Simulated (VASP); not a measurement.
A run of VASP 6.6.1 is set up as follows.

The input INCAR:

```
PREC = Accurate ; ENCUT = 520
EDIFF = 1E-6 ; ISMEAR = 0
SIGMA = 0.1 ; LREAL = False
LASPH = True ; NELM = 60
ALGO = Normal ; ISIF = 2
LWAVE = False ; LCHARG = False
GGA = PE ; NBANDS = 28
```

File KPOINTS:

```
Automatic mesh
0
Gamma
  8 8 8
```

POSCAR

```
BiS4
1.0
   -3.1868959755      3.1868959755      3.1868959755
    3.1868959755     -3.1868959755      3.1868959755
    3.1868959755      3.1868959755     -3.1868959755
Bi S
1 4
Direct
    0.0000000000      0.0000000000      0.0000000000
    0.5000000000      0.5000000000      0.5000000000
    0.0000000000      0.0000000000      0.5000000000
    0.0000000000      0.5000000000      0.0000000000
    0.5000000000      0.0000000000      0.0000000000
```

Potentials or basis: VASP PAW PBE potentials, release 64 (Bi_d, S).

Launch:

```bash
$ cat potpaw_PBE.64/Bi_d/POTCAR potpaw_PBE.64/S/POTCAR > POTCAR
$ mpirun -np 1 vasp_std > vasp.out
```

Predict the pressure.

0.0 GPa.
